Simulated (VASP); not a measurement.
The system is Fe.

```
CELL_PARAMETERS angstrom
-2.22670 2.22670 1.21470
2.22670 -2.22670 1.21470
2.22670 2.22670 -1.21470
ATOMIC_POSITIONS crystal
Fe 0.00000 0.00000 0.00000
Fe 0.75000 0.25000 0.50000
```

- Program: VASP 6.6.1
- Task: relaxation of cell and atoms
- Functional: PBE
- Potentials or basis: VASP PAW PBE potentials, release 64 (Fe)
- Cutoff: 600 eV
- k mesh: 8 × 8 × 8
- Occupations: gaussian, width 0.1 eV
- Spin: collinear spin, ferromagnetic start
- Starting moments: [2.44, 2.44] μB

At the start: pressure 6.7 GPa; volume 12.05 Å³/atom.

How do energy, volume and symmetry change on relaxing?

Over 4 steps the energy falls by 17.0 meV/atom and the volume is 12.82 Å³/atom (+6.4 %); space group I4_1/amd (No. 141, to 0.05 Å); moment 5.05 μB per cell.

Step by step:
```tsv
step	energy change (eV)	largest force (eV/Å)	pressure (GPa)	volume (Å³)
1	0.0000	0.0000	6.66	24.09
2	-0.0327	0.0000	-1.05	25.88
3	-0.0333	0.0000	-0.17	25.66
4	-0.0340	0.0000	-0.03	25.64
```

Final structure:
```
Fe
1.0
    -2.28561    2.28561    1.22690
     2.28561   -2.28561    1.22690
     2.28561    2.28561   -1.22690
Fe
2
Direct
  0.00000 0.00000 0.00000
  0.75000 0.25000 0.50000
```

Caveat: the k points lie up to 0.36 Å⁻¹ apart in the final cell.
